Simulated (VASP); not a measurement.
# I (Fmmm) in VASP: settings compared, part 2 of 2

VASP 6.6.1. Earlier steps stand in the parts before.

## Step 4: Single point, PBE, non-collinear spin, zero start, spin-orbit coupling

Contents of INCAR:

```
SYSTEM = I
  ALGO = Normal
  EDIFF = 1E-6
  ENCUT = 520
  GGA = PE
  GGA_COMPAT = .FALSE.
  ISIF = 2
  ISMEAR = -1
  LASPH = .TRUE.
  LCHARG = .TRUE.
  LNONCOLLINEAR = .TRUE.
  LORBIT = 11
  LORBMOM = .TRUE.
  LREAL = .FALSE.
  LSORBIT = .TRUE.
  LVHAR = .TRUE.
  LWAVE = .FALSE.
  MAGMOM = 0 0 0
  NBANDS = 18
  NELM = 150
  PREC = Accurate
  SIGMA = 0.05
```

Contents of KPOINTS:

```
k-points
0
G
  7 7 7
  0 0 0
```

Contents of POSCAR:

```
I
1.0
    0.0000000000      2.3656004428      3.9098401324
    2.1922454667      0.0000000000      3.9098401324
    2.1922454667      2.3656004428      0.0000000000
I
1
Direct
    0.0000000000      0.0000000000      0.0000000000
```

Potentials or basis: VASP PAW PBE potentials, release 64 (I).

Started as:

```
cat potpaw_PBE.64/I/POTCAR > POTCAR
mpirun -np 1 vasp_ncl > vasp.out
```

OUTCAR:

```text
SYSTEM = I
   EDIFF = 1E-6
   ENCUT = 520
   GGA = PE
   ISIF = 2
   ISMEAR = -1
   LASPH = .TRUE.
   LNONCOLLINEAR = .TRUE.
   LORBIT = 11
   LREAL = .FALSE.
   LSORBIT = .TRUE.
   NELM = 150
   PREC = Accurate

 ion  position               nearest neighbor table
   1  0.000  0.000  0.000-

  LATTYP: Found a face centered orthorhombic cell.
 ALAT       =     4.3844909334
 B/A-ratio  =     1.0790764441
 C/A-ratio  =     1.7834864717

  Lattice vectors:

 A1 = (   0.0000000000,   2.3656004428,   3.9098401324)
 A2 = (   2.1922454667,   0.0000000000,   3.9098401324)
 A3 = (   2.1922454667,   2.3656004428,   0.0000000000)

Analysis of symmetry for initial positions (statically):
=====================================================================
 Subroutine PRICEL returns:
 Original cell was already a primitive cell.

 Routine SETGRP: Setting up the symmetry group for a
 face centered orthorhombic supercell.

 Subroutine GETGRP returns: Found  8 space group operations
 (whereof  8 operations were pure point group operations)
 out of a pool of  8 trial point group operations.

The static configuration has the point symmetry D_2h.

Analysis of symmetry for dynamics (positions and initial velocities):
=====================================================================
 Subroutine PRICEL returns:
 Original cell was already a primitive cell.

 Routine SETGRP: Setting up the symmetry group for a
 face centered orthorhombic supercell.

 Subroutine GETGRP returns: Found  8 space group operations
 (whereof  8 operations were pure point group operations)
 out of a pool of  8 trial point group operations.

The dynamic configuration has the point symmetry D_2h.

Analysis of structural, dynamic, and magnetic symmetry:
[... 679 lines left out ...]
  Total        0.3153096      0.2636510      0.1863241     -0.0000000      0.0000000      0.0000000
  in kB       12.4574233     10.4164659      7.3613927     -0.0000000      0.0000000      0.0000000
  external PRESSURE =      10.0784273 kB  Pullay stress =       0.0000000 kB

 VOLUME and BASIS-vectors are now :
 -----------------------------------------------------------------------------
  energy-cutoff  :      520.00
  volume of cell :       40.55
      direct lattice vectors                 reciprocal lattice vectors
     0.000000000  2.365600443  3.909840132    -0.228076649  0.211362828  0.127882467
     2.192245467  0.000000000  3.909840132     0.228076649 -0.211362828  0.127882467
     2.192245467  2.365600443  0.000000000     0.228076649  0.211362828 -0.127882467

 POSITION                                       TOTAL-FORCE (eV/Angst)
 -----------------------------------------------------------------------------------
      0.00000      0.00000      0.00000         0.000000      0.000000      0.000000
 -----------------------------------------------------------------------------------
    total drift:                                0.000000     -0.000000      0.000000

  FREE ENERGIE OF THE ION-ELECTRON SYSTEM (eV)
  ---------------------------------------------------
  free  energy   TOTEN  =        -1.5210100049 eV

  energy  without entropy=       -1.5137402847  energy(sigma->0) =       -1.51737514

 orbital moment (x)

 # of ion     p       d       tot
 ----------------------------------------
  1         0.000   0.000   0.000
 ----------------------------------------
            0.000   0.000   0.000

 orbital moment (y)

 # of ion     p       d       tot
 ----------------------------------------
  1         0.000   0.000   0.000
 ----------------------------------------
            0.000   0.000   0.000

 orbital moment (z)

 # of ion     p       d       tot
 ----------------------------------------
  1         0.000   0.000   0.000
 ----------------------------------------
            0.000   0.000   0.000

 Spin-Orbit-Coupling matrix elements

 Ion:    1  E_soc:     -0.3456469
 l=   1
     0.0000000    -0.0576524    -0.0583526
    -0.0576524     0.0000000    -0.0565446
    -0.0583526    -0.0565446     0.0000000
 l=   2
     0.0000000    -0.0000369     0.0000000    -0.0000427    -0.0001282
    -0.0000369     0.0000000    -0.0000378    -0.0000031     0.0000041
     0.0000000    -0.0000378     0.0000000    -0.0000390     0.0000000
    -0.0000427    -0.0000031    -0.0000390     0.0000000     0.0000098
    -0.0001282     0.0000041     0.0000000     0.0000098     0.0000000
 l=   3
     0.0000000     0.0000000     0.0000000     0.0000000     0.0000000     0.0000000     0.0000000
     0.0000000     0.0000000     0.0000000     0.0000000     0.0000000     0.0000000     0.0000000
     0.0000000     0.0000000     0.0000000     0.0000000     0.0000000     0.0000000     0.0000000
     0.0000000     0.0000000     0.0000000     0.0000000     0.0000000     0.0000000     0.0000000
     0.0000000     0.0000000     0.0000000     0.0000000     0.0000000     0.0000000     0.0000000
     0.0000000     0.0000000     0.0000000     0.0000000     0.0000000     0.0000000     0.0000000
     0.0000000     0.0000000     0.0000000     0.0000000     0.0000000     0.0000000     0.0000000

 total charge

# of ion       s       p       d       tot
------------------------------------------
    1        1.549   2.608   0.028   4.184

 magnetization (x)

# of ion       s       p       d       tot
------------------------------------------
    1        0.000   0.000   0.000   0.000

 magnetization (y)

# of ion       s       p       d       tot
------------------------------------------
    1        0.000   0.000   0.000   0.000

 magnetization (z)

# of ion       s       p       d       tot
------------------------------------------
    1        0.000  -0.000  -0.000  -0.000
```

OSZICAR:

```text
N       E                     dE             d eps       ncg     rms          rms(c)
DAV:   1     0.294081486275E+02    0.29408E+02   -0.24198E+03  2304   0.611E+02
DAV:   2     0.504434957925E+00   -0.28904E+02   -0.26497E+02  3114   0.108E+02
DAV:   3    -0.151075067603E+01   -0.20152E+01   -0.19937E+01  2914   0.287E+01
DAV:   4    -0.154550392605E+01   -0.34753E-01   -0.34746E-01  3182   0.439E+00
DAV:   5    -0.154598391804E+01   -0.47999E-03   -0.47998E-03  2848   0.472E-01    0.554E+00
DAV:   6    -0.152771043048E+01    0.18273E-01   -0.12279E-02  2658   0.674E-01    0.343E+00
DAV:   7    -0.152106016422E+01    0.66503E-02   -0.12980E-02  2578   0.690E-01    0.174E+00
DAV:   8    -0.152110946425E+01   -0.49300E-04   -0.29527E-03  2770   0.341E-01    0.818E-02
DAV:   9    -0.152100284708E+01    0.10662E-03   -0.49408E-04  2480   0.127E-01    0.416E-02
DAV:  10    -0.152100911666E+01   -0.62696E-05   -0.22883E-05  2782   0.344E-02    0.109E-02
DAV:  11    -0.152101000491E+01   -0.88825E-06   -0.60880E-07  2446   0.617E-03
   1 F= -.15210100E+01 E0= -.15173751E+01  d E =-.726972E-02  mag=    -0.0000    -0.0000     0.0000
```

stdout:

```text
POSCAR found type information on POSCAR I
 POSCAR found :  1 types and       1 ions
 scaLAPACK will be used
 LDA part: xc-table for (Slater+PW92), standard interpolation
 POSCAR, INCAR and KPOINTS ok, starting setup
 FFT: planning ... GRIDC
 FFT: planning ... GRID_SOFT
 FFT: planning ... GRID
 WAVECAR not read
 entering main loop
```

Run time: 68 s. Hardware: 1 thread of Intel Xeon 6975P-C, shared host; peak memory 0.33 GiB.

Results:

- Free energy: -1.5210 eV
- Pressure: 1.0 GPa
- Net moment: 0.00 μB per cell
- Valence electrons inside the program's atomic spheres: I 4.18

Stress tensor (GPa, compression positive):
```
1.25 0.00 0.00
0.00 1.04 0.00
0.00 0.00 0.74
```

Moments on the atoms (μB; x, y, z):
```
I   0.00 0.00 0.00
```

## Step 5: Single point, PBE

Contents of INCAR:

```
SYSTEM = I
ALGO = Normal
EDIFF = 1E-6
ENCUT = 520
GGA = PE
ISIF = 2
ISMEAR = 0
LASPH = .TRUE.
LCHARG = .FALSE.
LREAL = .FALSE.
LWAVE = .FALSE.
NBANDS = 10
NELM = 100
PREC = Accurate
SIGMA = 0.014
```

Contents of KPOINTS:

```
k-points
0
G
  9 9 9
  0 0 0
```

POSCAR is that of step 4.

Started as:

```
cat potpaw_PBE.64/I/POTCAR > POTCAR
mpirun -np 1 vasp_std > vasp.out
```

It took 34 s on 1 thread of Intel Xeon 6975P-C, shared host; peak memory 0.2 GiB.

It converged, with:

```yaml
Free_energy: -1.3891 eV
Pressure: 0.4 GPa
```

Stress tensor (GPa, compression positive):
```
0.39 0.00 0.00
0.00 0.07 0.00
0.00 0.00 0.75
```

Levels at points of the mesh, in eV from the Fermi level:
| k point | band 1 | band 2 | band 3 | band 4 | band 5 | band 6 | band 7 | band 8 | band 9 |
| --- | --- | --- | --- | --- | --- | --- | --- | --- | --- |
| (0.00, 0.00, 0.00) | -13.88 | -1.94 | 0.78 | 1.05 | 4.54 | 7.48 | 8.21 | 12.12 | 12.43 |

Caveat: spin-orbit coupling is left out, which moves the levels of the heavy elements; an odd number of electrons without spin polarisation forces a metal; a magnetic or distorted state may lie lower.

## Step 6: Relaxation of cell and atoms, PBE+D4

Contents of INCAR:

```
  ALGO = Normal
  EDIFF = 1E-7
  EDIFFG = -0.01
  ENCUT = 600
  GGA = PE
  IBRION = 2
  ISIF = 3
  ISMEAR = -1
  IVDW = 13
  LASPH = True
  LCHARG = False
  LREAL = False
  LWAVE = False
  NELM = 100
  NSW = 80
  PREC = Accurate
  SIGMA = 0.05
```

Contents of KPOINTS:

```
k-points
0
Gamma
  9 9 9
```

POSCAR is that of step 5.

Potentials or basis: VASP PAW PBE potentials, release 64 (I).

Started as:

```
cat potpaw_PBE.64/I/POTCAR > POTCAR
mpirun -np 1 vasp_std > vasp.out
```

OUTCAR:

```text
EDIFF = 1E-7
   EDIFFG = -0.01
   ENCUT = 600
   GGA = PE
   IBRION = 2
   ISIF = 3
   ISMEAR = -1
   IVDW = 13
   LASPH = True
   LREAL = False
   NELM = 100
   NSW = 80
   PREC = Accurate

 ion  position               nearest neighbor table
   1  0.000  0.000  0.000-

  LATTYP: Found a face centered orthorhombic cell.
 ALAT       =     4.3844909334
 B/A-ratio  =     1.0790764441
 C/A-ratio  =     1.7834864717

  Lattice vectors:

 A1 = (   0.0000000000,   2.3656004428,   3.9098401324)
 A2 = (   2.1922454667,   0.0000000000,   3.9098401324)
 A3 = (   2.1922454667,   2.3656004428,   0.0000000000)

Analysis of symmetry for initial positions (statically):
=====================================================================
 Subroutine PRICEL returns:
 Original cell was already a primitive cell.

 Routine SETGRP: Setting up the symmetry group for a
 face centered orthorhombic supercell.

 Subroutine GETGRP returns: Found  8 space group operations
 (whereof  8 operations were pure point group operations)
 out of a pool of  8 trial point group operations.

The static configuration has the point symmetry D_2h.

Analysis of symmetry for dynamics (positions and initial velocities):
=====================================================================
 Subroutine PRICEL returns:
 Original cell was already a primitive cell.

 Routine SETGRP: Setting up the symmetry group for a
 face centered orthorhombic supercell.

 Subroutine GETGRP returns: Found  8 space group operations
 (whereof  8 operations were pure point group operations)
 out of a pool of  8 trial point group operations.

The dynamic configuration has the point symmetry D_2h.

 Subroutine INISYM returns: Found  8 space group operations
 (whereof  8 operations are pure point group operations),
 and found     1 'primitive' translations

----------------------------------------------------------------------------------------

                                     Primitive cell

  volume of cell :      40.5527

  direct lattice vectors                    reciprocal lattice vectors
     0.000000000  2.365600443  3.909840132    -0.228076649  0.211362828  0.127882467
     2.192245467  0.000000000  3.909840132     0.228076649 -0.211362828  0.127882467
[... 110 lines left out ...]
   AEXX    =    0.0000 exact exchange contribution
   IVDW    =    13    specifies the selected vdW correction
   LEPSILON=     F    determine dielectric tensor
   LRPA    =     F    only Hartree local field effects (RPA)
 conjugate gradient relaxation of ions
 non-spin polarized calculation
  energy-cutoff  :      600.00
  volume of cell :       40.55
 maximum number of plane-waves:      1376
 NGX is ok and might be reduce to    40
   NGX = 19   NGY = 17   NGZ = 13

--------------------------------------- Ionic step        1  -------------------------------------------

 number of electron       6.9999999 magnetization

 Free energy of the ion-electron system (eV)
  ---------------------------------------------------
  ext. energy  EPLUGINS =         0.00000000
  ---------------------------------------------------
  free energy    TOTEN  =        -1.39167171 eV

  energy without entropy =       -1.38654001  energy(sigma->0) =       -1.38910586

------------------------ aborting loop because EDIFF is reached ----------------------------------------

  DFT-D4 for vdW energy calculation

  Edisp (eV):   -0.34964
[... 102 lines left out ...]
  FREE ENERGIE OF THE ION-ELECTRON SYSTEM (eV)
  ---------------------------------------------------
  free  energy   TOTEN  =        -1.7464626795 eV

  energy  without entropy=       -1.7418435276  energy(sigma->0) =       -1.74415310

[... ionic steps 4 to 14 ...]

--------------------------------------- Ionic step       15  -------------------------------------------

 number of electron       7.0000000 magnetization

------------------------ aborting loop because EDIFF is reached ----------------------------------------
[... 73 lines left out ...]
--------------------------------------- Ionic step       17  -------------------------------------------

 number of electron       7.0000000 magnetization

 Free energy of the ion-electron system (eV)
  ---------------------------------------------------
  ext. energy  EPLUGINS =         0.00000000
  ---------------------------------------------------
  free energy    TOTEN  =        -1.36597685 eV

  energy without entropy =       -1.36035176  energy(sigma->0) =       -1.36316431

 E-fermi :   4.4179     XC(G=0):  -8.7081

 val. band max:        4.3899343920   @ k =   0.0000   0.1111   0.1111
 cond. band min:       4.4272070281   @ k =   0.2222   0.4444   0.1111
 fundamental gap:      0.0372726361
 Fermi energy:         4.4179030227

 k-point     1 :       0.0000    0.0000    0.0000
  band No.  band energies     occupation
      1      -9.7375      2.00000
      2       2.7951      2.00000
      3       5.3731      0.00000
      4       5.4635      0.00000
      5       9.3071      0.00000
      6      11.9095      0.00000
      7      12.8774      0.00000
[... 221 lines left out ...]
 k-point    24 :       0.4444    0.4444    0.0000
  band No.  band energies     occupation
      1      -9.3261      2.00000
      2      -0.0551      2.00000
      3       5.0081      0.00001
      4       5.1101      0.00000
      5      11.1449      0.00000
      6      11.5286      0.00000
      7      16.1499      0.00000

 [... further k-points ...]

------------------------ aborting loop because EDIFF is reached ----------------------------------------

  DFT-D4 for vdW energy calculation

  Edisp (eV):   -0.38832
[... 24 lines left out ...]
  FREE ENERGIE OF THE ION-ELECTRON SYSTEM (eV)
  ---------------------------------------------------
  free  energy   TOTEN  =        -1.7542937348 eV

  energy  without entropy=       -1.7486686360  energy(sigma->0) =       -1.75148119

 reached required accuracy - stopping structural energy minimisation
```

OSZICAR:

```text
N       E                     dE             d eps       ncg     rms          rms(c)
DAV:   1     0.245544865074E+02    0.24554E+02   -0.26872E+03  1750   0.793E+02
DAV:   2    -0.555496380014E+00   -0.25110E+02   -0.24182E+02  2345   0.102E+02
[... 153 lines left out ...]
       N       E                     dE             d eps       ncg     rms          rms(c)
DAV:   1    -0.136638561033E+01    0.87446E-03   -0.15872E-02  2009   0.720E-01    0.914E-02
DAV:   2    -0.136610118612E+01    0.28442E-03   -0.43033E-04  2044   0.160E-01    0.509E-02
DAV:   3    -0.136597703228E+01    0.12415E-03   -0.45348E-04  2079   0.120E-01    0.475E-02
DAV:   4    -0.136597741457E+01   -0.38229E-06   -0.58673E-06  2233   0.230E-02    0.471E-02
DAV:   5    -0.136597690979E+01    0.50478E-06   -0.99953E-07  2170   0.801E-03    0.692E-03
DAV:   6    -0.136597685478E+01    0.55011E-07   -0.99891E-07  2051   0.595E-03
  17 F= -.17542937E+01 E0= -.17514812E+01  d E =-.735689E-04
```

CONTCAR:

```text
I
   1.00000000000000
     0.0000000000000002    2.2858733432895066    3.6372207297502519
     2.2298189668887929   -0.0000000000000000    3.6372207297502519
     2.2298189668887933    2.2858733432895071    0.0000000000000000
  I
     1
Direct
     0.0000000000000000    0.0000000000000000    0.0000000000000000

  0.00000000E+00  0.00000000E+00  0.00000000E+00
```

Run time: 8.5 min. Hardware: 1 thread of Intel Xeon 6975P-C, shared host; peak memory 0.23 GiB.

Results:

```
Free energy                            : -1.7543 eV
Relaxed volume                         : 37.08 Å³/atom
Relaxed cell                           : a = 4.296 Å, b = 4.266 Å, c = 3.193 Å, α = 68.59°, β = 67.61°, γ = 43.79°
Space group after relaxing (to 0.05 Å) : Fmmm (No. 69)
Energy gained by relaxing              : 13.0 meV/atom
Ionic steps                            : 17
Pressure after relaxing                : 0.0 GPa
Dispersion energy per atom             : -0.388 eV
```

Step by step:
```tsv
step	energy change (eV)	largest force (eV/Å)	pressure (GPa)	volume (Å³)
1	0.0000	0.0000	-1.05	40.55
2	-0.0051	0.0000	0.01	39.01
3	-0.0052	0.0000	-0.03	39.07
4	-0.0082	0.0000	-0.07	38.53
5	-0.0123	0.0000	0.12	36.92
6	-0.0124	0.0000	0.11	37.02
7	-0.0124	0.0000	0.13	36.98
8	-0.0124	0.0000	-0.14	37.24
9	-0.0125	0.0000	-0.05	37.15
10	-0.0126	0.0000	-0.04	37.17
11	-0.0128	0.0000	-0.01	37.21
12	-0.0128	0.0000	0.05	37.28
13	-0.0129	0.0000	0.02	37.25
14	-0.0129	0.0000	-0.11	37.32
15	-0.0129	0.0000	-0.07	37.30
16	-0.0130	0.0000	-0.03	37.19
17	-0.0130	0.0000	0.01	37.08
```

Final structure:
```xyz
1
Lattice="0.0000 2.2859 3.6372 2.2298 0.0000 3.6372 2.2298 2.2859 0.0000" Properties=species:S:1:pos:R:3 pbc="T T T"
I     0.0000    0.0000    0.0000
```

Levels at points of the mesh, in eV from the Fermi level:
| k point | band 1 | band 2 | band 3 | band 4 | band 5 | band 6 | band 7 |
| --- | --- | --- | --- | --- | --- | --- | --- |
| (0.00, 0.00, 0.00) | -14.16 | -1.62 | 0.96 | 1.05 | 4.89 | 7.49 | 8.46 |

Caveat: spin-orbit coupling is left out, which moves the levels of the heavy elements; an odd number of electrons without spin polarisation forces a metal; a magnetic or distorted state may lie lower; pairwise dispersion overbinds metals, which lowers pressure and volume.

## Step 7: Overview

| task | level | spin | cell | k mesh | cutoff (eV) | smearing | gap on the mesh (eV) | pressure (GPa) | relaxed volume (Å³/atom) |
| --- | --- | --- | --- | --- | --- | --- | --- | --- | --- |
| single point | PBE | off | as given | 9 × 9 × 9 | 520 | gaussian 0.011 eV | none | 0.4 | - |
| relaxation of cell and atoms | PBE | off | relaxed | 9 × 9 × 9 | 600 | fermi-dirac 0.05 eV | none | 0.0 | 47.59 |
| single point | PBE | non-collinear, zero start, SOC | as given | 7 × 7 × 7 | 520 | fermi-dirac 0.05 eV | - | 1.0 | - |
| single point | PBE | off | as given | 9 × 9 × 9 | 520 | gaussian 0.014 eV | none | 0.4 | - |
| relaxation of cell and atoms | PBE+D4 | off | relaxed | 9 × 9 × 9 | 600 | fermi-dirac 0.05 eV | none | 0.0 | 37.08 |

Alike in all rows: potentials or basis VASP PAW PBE potentials, release 64 (I).

Caveats: spin-orbit coupling is left out, which moves the levels of the heavy elements (some runs); an odd number of electrons without spin polarisation forces a metal (some runs); a magnetic or distorted state may lie lower (some runs); the volume moved by over 15 % at a fixed basis, so the end points are rough (some runs); pairwise dispersion overbinds metals, which lowers pressure and volume (some runs).

Total energies depend on the potentials used, so only differences within one code and one set of settings carry meaning.
